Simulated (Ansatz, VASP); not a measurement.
Given: the input of a run of VASP 6.6.1 on Ge.

File INCAR:

```
PREC = Accurate
ENCUT = 600
EDIFF = 1E-7
ISMEAR = -1
SIGMA = 0.05
LREAL = F
LASPH = T
NELM = 100
ALGO = Normal
ISIF = 3
LWAVE = F
LCHARG = F
GGA = RE
IBRION = 2
NSW = 80
EDIFFG = -0.01
```

KPOINTS

```
regular mesh
0
Gamma
  11 11 11
```

Contents of POSCAR:

```
Ge
1.0
   -2.5744897190      2.5744897190      1.3974126432
    2.5744897190     -2.5744897190      1.3974126432
    2.5744897190      2.5744897190     -1.3974126432
Ge
2
Direct
    0.5000000000      0.5000000000      0.0000000000
    0.2500000000      0.7500000000      0.5000000000
```

Potentials or basis: VASP PAW PBE potentials, release 64 (Ge_d).

Launch:

```console
$ cat potpaw_PBE.64/Ge_d/POTCAR > POTCAR
$ mpirun -np 1 vasp_std > vasp.out
```

Task: Translate it to Ansatz 0.2.0. Potentials there: all-electron LAPW, scalar-relativistic.

Result: As run (the cutoff follows the program's own potentials):

File input.yaml:

```yaml
crystal:
  lattice:
    - [-2.574489719, 2.574489719, 1.3974126432]
    - [2.574489719, -2.574489719, 1.3974126432]
    - [2.574489719, 2.574489719, -1.3974126432]
  atoms:
    - { symbol: Ge, position: [0.5, 0.5, 0.0] }
    - { symbol: Ge, position: [0.25, 0.75, 0.5] }
kpoints:
  mp_grid: { grid: [11, 11, 11] }
scf:
  occupations: { method: fermi_dirac, width: 0.05 }
hamiltonian:
  xc: revpbe
  pseudopotentials: { kind: all_electron, lapw: { basis_error: 0.001 } }
output:
  forces: true
  stress: true
relax:
  f_tol: 0.01
  max_steps: 60
  cell: {}
```

Potentials or basis: all-electron LAPW, scalar-relativistic.

Launch:

```console
$ ansatz run input.yaml --threads 1 --pin off --max-ram 3072MiB --backend cpu --events-out ev --progress --plain --runs-dir out
```

Both were run:

|  | VASP | Ansatz | Ansatz less VASP |
| --- | --- | --- | --- |
| relaxed volume (Å³/atom) | 19.67 | 19.68 | +0.010 |
| relaxed cell length with the largest relative difference (Å) | 3.981 | 3.983 | +0.0015 |

VASP's potentials were made for PBE, not for revPBE. Ansatz ran all-electron here, and VASP with PAW potentials.
